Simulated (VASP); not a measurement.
# KCl (Pm-3m) in VASP: notebook

KCl is run at these levels: r2SCAN; tasks: single point.

Everything below comes from runs of VASP 6.6.1. Logs are shortened: lines on timing, memory, paths and dates and some standing lists are left out, and cuts for length are marked.

## 1. The cell of the first run

It takes space group Pm-3m (No. 221, cubic). The conventional cell has a = 3.813 Å, b = 3.813 Å, c = 3.813 Å, α = 90.00°, β = 90.00°, γ = 90.00°. Within 4.3 Å of K (site symmetry m-3m) lie 8 Cl at 3.30 Å and 6 K at 3.81 Å. Cl (site symmetry m-3m) has 8 K at 3.30 Å and 6 Cl at 3.81 Å within 4.3 Å.

## 2. Single point, r2SCAN

POSCAR reads:

```
KCl
1.0
    3.8134288075      0.0000000000      0.0000000000
    0.0000000000      3.8134288075      0.0000000000
    0.0000000000      0.0000000000      3.8134288075
K Cl
1 1
Direct
    0.0000000000      0.0000000000      0.0000000000
    0.5000000000      0.5000000000      0.5000000000
```

INCAR.step1 reads:

```
SYSTEM = KCl
PREC = Accurate ; ENCUT = 520
ISMEAR = -1 ; SIGMA = 0.05
LREAL = .FALSE. ; LASPH = .TRUE.
NELM = 80 ; NBANDS = 15
GGA = PE ; ALGO = Normal
EDIFF = 1E-4 ; LWAVE = .TRUE.
LCHARG = .FALSE.
```

INCAR.step2 reads:

```
SYSTEM = KCl
PREC = Accurate ; ENCUT = 520
EDIFF = 1E-6 ; ISMEAR = -1
SIGMA = 0.05 ; LREAL = .FALSE.
LASPH = .TRUE. ; NELM = 80
ALGO = Normal ; ISIF = 2
LWAVE = .FALSE. ; LCHARG = .FALSE.
METAGGA = R2SCAN ; LMIXTAU = .TRUE.
NBANDS = 15 ; ISTART = 1
```

KPOINTS reads:

```
regular mesh
0
G
  7 7 7
  0 0 0
```

Potentials or basis: VASP PAW PBE potentials, release 64 (K_sv, Cl).

Run with:

```
cat potpaw_PBE.64/K_sv/POTCAR potpaw_PBE.64/Cl/POTCAR > POTCAR
cp INCAR.step1 INCAR
mpirun -np 1 vasp_std > vasp.out
cp INCAR.step2 INCAR
mpirun -np 1 vasp_std > vasp.out
```

OUTCAR:

```text
SYSTEM = KCl
   PREC = Accurate
   ENCUT = 520
   EDIFF = 1E-6
   ISMEAR = -1
   LREAL = .FALSE.
   LASPH = .TRUE.
   NELM = 80
   ISIF = 2
   METAGGA = R2SCAN
   ISTART = 1

 ion  position               nearest neighbor table
   1  0.000  0.000  0.000-
   2  0.500  0.500  0.500-

  LATTYP: Found a simple cubic cell.
 ALAT       =     3.8134288075

  Lattice vectors:

 A1 = (   3.8134288075,   0.0000000000,   0.0000000000)
 A2 = (   0.0000000000,   3.8134288075,   0.0000000000)
 A3 = (   0.0000000000,   0.0000000000,   3.8134288075)

Analysis of symmetry for initial positions (statically):
=====================================================================
 Subroutine PRICEL returns:
 Original cell was already a primitive cell.

 Routine SETGRP: Setting up the symmetry group for a
 simple cubic supercell.

 Subroutine GETGRP returns: Found 48 space group operations
 (whereof 48 operations were pure point group operations)
 out of a pool of 48 trial point group operations.

The static configuration has the point symmetry O_h .

Analysis of symmetry for dynamics (positions and initial velocities):
=====================================================================
 Subroutine PRICEL returns:
 Original cell was already a primitive cell.

 Routine SETGRP: Setting up the symmetry group for a
 simple cubic supercell.

 Subroutine GETGRP returns: Found 48 space group operations
 (whereof 48 operations were pure point group operations)
 out of a pool of 48 trial point group operations.

The dynamic configuration has the point symmetry O_h .

 Subroutine INISYM returns: Found 48 space group operations
 (whereof 48 operations are pure point group operations),
 and found     1 'primitive' translations

----------------------------------------------------------------------------------------

                                     Primitive cell

  volume of cell :      55.4558

  direct lattice vectors                    reciprocal lattice vectors
     3.813428807  0.000000000  0.000000000     0.262231197  0.000000000  0.000000000
     0.000000000  3.813428807  0.000000000     0.000000000  0.262231197  0.000000000
     0.000000000  0.000000000  3.813428807     0.000000000  0.000000000  0.262231197

[... 81 lines left out ...]
   NSW    =      0    number of steps for IOM
   IBRION =     -1    ionic relax: 0-MD 1-quasi-New 2-CG
   NFREE  =      0    steps in history (QN), initial steepest desc. (CG)
   ISIF   =      2    stress and relaxation
   ISYM   =      2    0-nonsym 1-usesym 2-fastsym
   POTIM  = 0.5000    time-step for ionic-motion
   TEBEG  =    0.0;   TEEND  =   0.0 temperature during run
   PSTRESS=    0.0 pullay stress
   NELECT =      16.0000    total number of electrons
   NUPDOWN=      -1.0000    fix difference up-down
   EMIN   =  10.00;   EMAX   =-10.00  energy-range for DOS
   EFERMI =   0.00;   METHOD = LEGACY
   ISMEAR =    -1;   SIGMA  =   0.05  broadening in eV -4-tet -1-fermi 0-gaus
   EFERMI_NEDOS =   21; number of points for ismear=-14 and -15
   IALGO  =     38    algorithm
   IMIX   =      4    mixing-type and parameters
     AMIX     =   0.40;   BMIX     =  1.00
     AMIX_MAG =   1.60;   BMIX_MAG =  1.00
  volume/ion in A,a.u.               =      27.73       187.12
  Fermi-wavevector in a.u.,A,eV,Ry     =   1.081764  2.044238 15.921719  1.170213
  Thomas-Fermi vector in A             =   2.217789
   LORBIT       =      0    0 simple, 1 ext, 2 COOP (PROOUT), +10 PAW based schemes
   METAGGA = R2SCAN    functional components
   LHFCALC =     F    Hartree Fock is set to
   AEXX    =    0.0000 exact exchange contribution
   IVDW    =     0    specifies the selected vdW correction
   LEPSILON=     F    determine dielectric tensor
   LRPA    =     F    only Hartree local field effects (RPA)
 non-spin polarized calculation
  energy-cutoff  :      520.00
  volume of cell :       55.46
 maximum number of plane-waves:      1503
   NGX = 15   NGY = 15   NGZ = 15

 number of electron      16.0000008 magnetization

 Free energy of the ion-electron system (eV)
  ---------------------------------------------------
  ext. energy  EPLUGINS =         0.00000000
  ---------------------------------------------------
  free energy    TOTEN  =       -16.40377153 eV

  energy without entropy =      -16.40377153  energy(sigma->0) =      -16.40377153

 E-fermi :   0.0203     XC(G=0):  -8.5750

 val. band max:       -1.1530732145   @ k =   0.4286   0.4286   0.0000
 cond. band min:       4.5175092467   @ k =   0.0000   0.0000   0.0000
 fundamental gap:      5.6705824612
 Fermi energy:         0.0202828377

 k-point     1 :       0.0000    0.0000    0.0000
  band No.  band energies     occupation
      1     -30.2717      2.00000
      2     -14.2983      2.00000
      3     -12.8869      2.00000
      4     -12.8869      2.00000
      5     -12.8869      2.00000
      6      -1.3407      2.00000
      7      -1.3407      2.00000
      8      -1.3407      2.00000
      9       4.5175      0.00000
     10       5.9960      0.00000
     11       5.9960      0.00000
     12      10.3871      0.00000
     13      10.3871      0.00000
     14      10.3871      0.00000
[... 329 lines left out ...]
      2     -13.8910      2.00000
      3     -13.0543      2.00000
      4     -13.0542      2.00000
      5     -13.0542      2.00000
      6      -2.4462      2.00000
      7      -2.4462      2.00000
      8      -2.4099      2.00000
      9       8.0347      0.00000
     10       8.3263      0.00000
     11       8.3263      0.00000
     12       9.5904      0.00000
     13       9.7018      0.00000
     14       9.7018      0.00000
     15      12.1451      0.00000

------------------------ aborting loop because EDIFF is reached ----------------------------------------

  FORCE on cell =-STRESS in cart. coord.  units (eV):
  Direction    XX          YY          ZZ          XY          YZ          ZX
  --------------------------------------------------------------------------------------
  -------------------------------------------------------------------------------------
  Total       -0.2600941     -0.2600941     -0.2600941     -0.0000000     -0.0000000      0.0000000
  in kB       -7.5143971     -7.5143971     -7.5143971     -0.0000000     -0.0000000      0.0000000
  external PRESSURE =      -7.5143971 kB  Pullay stress =       0.0000000 kB

 VOLUME and BASIS-vectors are now :
 -----------------------------------------------------------------------------
  energy-cutoff  :      520.00
  volume of cell :       55.46
      direct lattice vectors                 reciprocal lattice vectors
     3.813428807  0.000000000  0.000000000     0.262231197  0.000000000  0.000000000
     0.000000000  3.813428807  0.000000000     0.000000000  0.262231197  0.000000000
     0.000000000  0.000000000  3.813428807     0.000000000  0.000000000  0.262231197

 POSITION                                       TOTAL-FORCE (eV/Angst)
 -----------------------------------------------------------------------------------
      0.00000      0.00000      0.00000         0.000000      0.000000      0.000000
      1.90671      1.90671      1.90671         0.000000      0.000000      0.000000
 -----------------------------------------------------------------------------------
    total drift:                               -0.000000      0.000000      0.000000

  FREE ENERGIE OF THE ION-ELECTRON SYSTEM (eV)
  ---------------------------------------------------
  free  energy   TOTEN  =       -16.4037715279 eV

  energy  without entropy=      -16.4037715279  energy(sigma->0) =      -16.40377153
```

OUTCAR.step1:

```text
SYSTEM = KCl
   PREC = Accurate
   ENCUT = 520
   ISMEAR = -1
   LREAL = .FALSE.
   LASPH = .TRUE.
[... 573 lines left out ...]
      0.00000      0.00000      0.00000         0.000000      0.000000      0.000000
      1.90671      1.90671      1.90671         0.000000      0.000000      0.000000
 -----------------------------------------------------------------------------------
    total drift:                               -0.000000      0.000000      0.000000

  FREE ENERGIE OF THE ION-ELECTRON SYSTEM (eV)
  ---------------------------------------------------
  free  energy   TOTEN  =        -6.6536214178 eV

  energy  without entropy=       -6.6536214178  energy(sigma->0) =       -6.65362142
```

It took 41 s on 1 thread of Intel Xeon Platinum 8488C (Sapphire Rapids), shared host; peak memory 0.16 GiB.

What came out:

```
Free energy            : -16.4038 eV
Pressure               : -0.8 GPa
Band gap on the k mesh : 5.67 eV, indirect (least direct gap 5.86 eV)
```

Levels at points of the mesh, in eV from the valence-band top:
```
           k point  band 5  band 6  band 7  band 8  band 9  band 10  band 11  band 12
(0.00, 0.00, 0.00)  -11.73   -0.19   -0.19   -0.19    5.67     7.15     7.15    11.54
```

Caveat: the PAW data sets were made with another functional, which shifts forces and pressure a little.

## 3. Single point, r2SCAN

This run uses another cell than the first one, of 28.29 Å³/atom, 1.020 times its volume.

POSCAR reads:

```
KCl
1.0
    3.8391960000      0.0000000000      0.0000000000
    0.0000000000      3.8391960000      0.0000000000
    0.0000000000      0.0000000000      3.8391960000
K Cl
1 1
Direct
    0.0000000000      0.0000000000      0.0000000000
    0.5000000000      0.5000000000      0.5000000000
```

INCAR.step1 reads:

```
ALGO = Normal
EDIFF = 1E-4
ENCUT = 520
GGA = PE
ISMEAR = -1
LASPH = True
LCHARG = False
LREAL = False
LWAVE = True
NBANDS = 15
NELM = 60
PREC = Accurate
SIGMA = 0.05
```

INCAR.step2 reads:

```
ALGO = Normal
EDIFF = 1E-7
ENCUT = 520
ISIF = 2
ISMEAR = -1
ISTART = 1
LASPH = True
LCHARG = False
LMIXTAU = True
LREAL = False
LWAVE = False
METAGGA = R2SCAN
NBANDS = 15
NELM = 60
PREC = Accurate
SIGMA = 0.05
```

KPOINTS reads:

```
k-points
0
Gamma
  7 7 7
```

Potentials or basis: VASP PAW PBE potentials, release 64 (K_sv, Cl).

Run with:

```
cat potpaw_PBE.64/K_sv/POTCAR potpaw_PBE.64/Cl/POTCAR > POTCAR
cp INCAR.step1 INCAR
mpirun -np 1 vasp_std > vasp.out
cp INCAR.step2 INCAR
mpirun -np 1 vasp_std > vasp.out
```

OUTCAR:

```text
EDIFF = 1E-7
   ENCUT = 520
   ISIF = 2
   ISMEAR = -1
   ISTART = 1
   LASPH = True
   LREAL = False
   METAGGA = R2SCAN
   NELM = 60
   PREC = Accurate

 ion  position               nearest neighbor table
   1  0.000  0.000  0.000-
   2  0.500  0.500  0.500-

  LATTYP: Found a simple cubic cell.
 ALAT       =     3.8391960000

  Lattice vectors:

 A1 = (   3.8391960000,   0.0000000000,   0.0000000000)
 A2 = (   0.0000000000,   3.8391960000,   0.0000000000)
 A3 = (   0.0000000000,   0.0000000000,   3.8391960000)

Analysis of symmetry for initial positions (statically):
=====================================================================
 Subroutine PRICEL returns:
 Original cell was already a primitive cell.

 Routine SETGRP: Setting up the symmetry group for a
 simple cubic supercell.

 Subroutine GETGRP returns: Found 48 space group operations
 (whereof 48 operations were pure point group operations)
 out of a pool of 48 trial point group operations.

The static configuration has the point symmetry O_h .

Analysis of symmetry for dynamics (positions and initial velocities):
[... 165 lines left out ...]
      3     -13.0251      2.00000
      4     -13.0251      2.00000
      5     -13.0251      2.00000
      6      -1.4365      2.00000
      7      -1.4365      2.00000
      8      -1.4365      2.00000
      9       4.3261      0.00000
     10       5.9145      0.00000
     11       5.9145      0.00000
     12      10.2350      0.00000
     13      10.2350      0.00000
     14      10.2350      0.00000
[... 329 lines left out ...]
      2     -13.9732      2.00000
      3     -13.1828      2.00000
      4     -13.1828      2.00000
      5     -13.1827      2.00000
      6      -2.5000      2.00000
      7      -2.5000      2.00000
      8      -2.4668      2.00000
      9       7.8807      0.00000
     10       8.1663      0.00000
     11       8.1663      0.00000
     12       9.3880      0.00000
     13       9.5104      0.00000
     14       9.5104      0.00000
     15      11.9466      0.00000

------------------------ aborting loop because EDIFF is reached ----------------------------------------

  FORCE on cell =-STRESS in cart. coord.  units (eV):
  Direction    XX          YY          ZZ          XY          YZ          ZX
  --------------------------------------------------------------------------------------
  -------------------------------------------------------------------------------------
  Total       -0.3981942     -0.3981942     -0.3981942      0.0000000      0.0000000     -0.0000000
  in kB      -11.2741713    -11.2741713    -11.2741713      0.0000000      0.0000000     -0.0000000
  external PRESSURE =     -11.2741713 kB  Pullay stress =       0.0000000 kB

 VOLUME and BASIS-vectors are now :
 -----------------------------------------------------------------------------
  energy-cutoff  :      520.00
  volume of cell :       56.59
      direct lattice vectors                 reciprocal lattice vectors
     3.839196000  0.000000000  0.000000000     0.260471203  0.000000000  0.000000000
     0.000000000  3.839196000  0.000000000     0.000000000  0.260471203  0.000000000
     0.000000000  0.000000000  3.839196000     0.000000000  0.000000000  0.260471203

 POSITION                                       TOTAL-FORCE (eV/Angst)
 -----------------------------------------------------------------------------------
      0.00000      0.00000      0.00000         0.000000      0.000000      0.000000
      1.91960      1.91960      1.91960         0.000000      0.000000      0.000000
 -----------------------------------------------------------------------------------
    total drift:                                0.000000      0.000000     -0.000000

  FREE ENERGIE OF THE ION-ELECTRON SYSTEM (eV)
  ---------------------------------------------------
  free  energy   TOTEN  =       -16.3975824980 eV

  energy  without entropy=      -16.3975824980  energy(sigma->0) =      -16.39758250
```

OUTCAR.step1:

```text
EDIFF = 1E-4
   ENCUT = 520
   GGA = PE
   ISMEAR = -1
   LASPH = True
[... 574 lines left out ...]
      0.00000      0.00000      0.00000         0.000000      0.000000      0.000000
      1.91960      1.91960      1.91960         0.000000      0.000000      0.000000
 -----------------------------------------------------------------------------------
    total drift:                                0.000000      0.000000     -0.000000

  FREE ENERGIE OF THE ION-ELECTRON SYSTEM (eV)
  ---------------------------------------------------
  free  energy   TOTEN  =        -6.6550242619 eV

  energy  without entropy=       -6.6550242618  energy(sigma->0) =       -6.65502426
```

Run time: 69 s. Hardware: 1 thread of Intel Xeon Platinum 8488C (Sapphire Rapids), shared host; peak memory 0.17 GiB.

Results:

```yaml
Free_energy: -16.3976 eV
Pressure: -1.1 GPa
Band_gap_on_the_k_mesh: 5.58 eV, indirect (least direct gap 5.76 eV)
```

Caveat: the PAW data sets were made with another functional, which shifts forces and pressure a little. A k mesh can miss the band edges.

[end of part 1 of 3]
